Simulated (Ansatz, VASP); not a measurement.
**K: VASP beside Ansatz**

Contents of INCAR:

```
SYSTEM = K
  PREC = Accurate
  ENCUT = 520
  EDIFF = 1E-6
  ISMEAR = -1
  SIGMA = 0.1
  LREAL = .FALSE.
  LASPH = .TRUE.
  NELM = 100
  ALGO = Normal
  ISIF = 2
  LWAVE = .FALSE.
  LCHARG = .FALSE.
  GGA = PS
  NBANDS = 16
```

KPOINTS

```
regular mesh
0
G
  7 7 7
  0 0 0
```

Contents of POSCAR:

```
K
1.0
    0.0000000000      4.8362203224      4.8362203224
    4.8362203224      0.0000000000      4.8362203224
    4.8362203224      4.8362203224      0.0000000000
K
2
Direct
    0.1250000000      0.1250000000      0.1250000000
    0.8750000000      0.8750000000      0.8750000000
```

Input for Ansatz:

```yaml
crystal:
  lattice:
    - [0.0, 4.8362203224, 4.8362203224]
    - [4.8362203224, 0.0, 4.8362203224]
    - [4.8362203224, 4.8362203224, 0.0]
  atoms:
    - { symbol: K, position: [0.125, 0.125, 0.125] }
    - { symbol: K, position: [0.875, 0.875, 0.875] }
hamiltonian:
  xc: pbesol
  pseudopotentials:
    kind: paw
    azcp:
      K: "pseudopotentials/K.paw.azcp"
basis:
  ecutwfc: 420
  fft_grid_basis: typed
kpoints:
  mp_grid: { grid: [7, 7, 7], shift: [0, 0, 0] }
magnetization:
  spin_polarized: false
scf:
  occupations: { method: fermi_dirac, width: 0.1 }
  lower_state_search: "off"
output:
  stress: true
```

Alike in both runs: task single point; functional PBEsol; k mesh 7 × 7 × 7; occupations fermi-dirac, width 0.1 eV; no spin polarisation.

```csv
,VASP,Ansatz
version,VASP 6.6.1,Ansatz 0.2.0
potentials or method,"VASP PAW PBE potentials, release 64 (K_sv), cutoff 520 eV","plane waves (420 eV) with PAW, scalar-relativistic"
valence electrons in the cell,18,18
```

```tsv
	VASP	Ansatz	Ansatz less VASP
pressure (GPa)	-0.1	-0.1	+0.01
```

VASP's potentials were made for PBE, not for PBEsol, and Ansatz warns of the same on its side.
